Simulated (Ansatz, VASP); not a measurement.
Given: the input of a run of Ansatz 0.2.0 on Al.

File input.yaml:

```yaml
crystal:
  lattice:
    - [4.54673, 0.0, 0.0]
    - [-2.27337, 3.93758, 0.0]
    - [0.0, 0.0, 2.75393]
  atoms:
    - { symbol: Al, position: [0.33333, 0.66667, 0.5] }
    - { symbol: Al, position: [0.66667, 0.33333, 0.5] }
hamiltonian:
  xc: r2scan
  pseudopotentials: { kind: paw }
  dispersion: rvv10
kpoints:
  mp_grid: { grid: [7, 7, 10] }
scf:
  occupations: { method: fermi_dirac, width: 0.05 }
output:
  forces: true
  stress: true
  eigenvalues: true
relax:
  f_tol: 0.01
  max_steps: 40
  cell: { stress_tol: 0.05 }
```

Potentials or basis: Ansatz PAW.

The run is started by

```sh
$ ansatz run input.yaml --threads 2 --pin off --max-ram 5632MiB --backend cpu --events-out ev --progress --plain --runs-dir out
```

Q: Set up the same calculation for VASP 6.6.1. Potentials there: VASP PAW PBE potentials, release 64 (Al).

A: As run (the cutoff follows the program's own potentials):

File POSCAR:

```
Al
1.0
    4.5467300000      0.0000000000      0.0000000000
   -2.2733700000      3.9375800000      0.0000000000
    0.0000000000      0.0000000000      2.7539300000
Al
2
Direct
    0.3333300000      0.6666700000      0.5000000000
    0.6666700000      0.3333300000      0.5000000000
```

The input INCAR.step1:

```
PREC = Accurate
ENCUT = 600
ISMEAR = -1
SIGMA = 0.05
LREAL = False
LASPH = True
NELM = 60
GGA = PE
ALGO = Normal
EDIFF = 1E-4
LWAVE = True
LCHARG = False
```

The input INCAR.step2:

```
PREC = Accurate
ENCUT = 600
EDIFF = 1E-6
ISMEAR = -1
SIGMA = 0.05
LREAL = False
LASPH = True
NELM = 60
ALGO = Normal
ISIF = 3
LWAVE = False
LCHARG = False
METAGGA = R2SCAN
LMIXTAU = True
LUSE_VDW = True
IVDW_NL = 2
BPARAM = 11.95
CPARAM = 0.0093
IBRION = 2
NSW = 60
EDIFFG = -0.01
ISTART = 1
```

The input KPOINTS:

```
regular mesh
0
Gamma
  7 7 10
```

Potentials or basis: VASP PAW PBE potentials, release 64 (Al).

Launch:

```console
$ cat potpaw_PBE.64/Al/POTCAR > POTCAR
$ cp INCAR.step1 INCAR
$ mpirun -np 1 vasp_std > vasp.out
$ cp INCAR.step2 INCAR
$ mpirun -np 1 vasp_std > vasp.out
```

Both were run:

|  | VASP | Ansatz | Ansatz less VASP |
| --- | --- | --- | --- |
| gap on the k mesh at the Fermi level, each at its own relaxed structure (eV) | none | none | - |
| relaxed volume (Å³/atom) | 23.99 | 24.06 | +0.067 |
| relaxed length of the cell vector where the two differ most in proportion (Å) | 2.721 | 2.724 | +0.0027 |

VASP's potentials were made for PBE, not for r2SCAN. A gap of «none» marks a metal or a gap that the smearing closes.

Noted on Ansatz's run: the plane-wave basis is chosen anew once the cell has moved, so the energies of steps on either side of that aren't comparable.
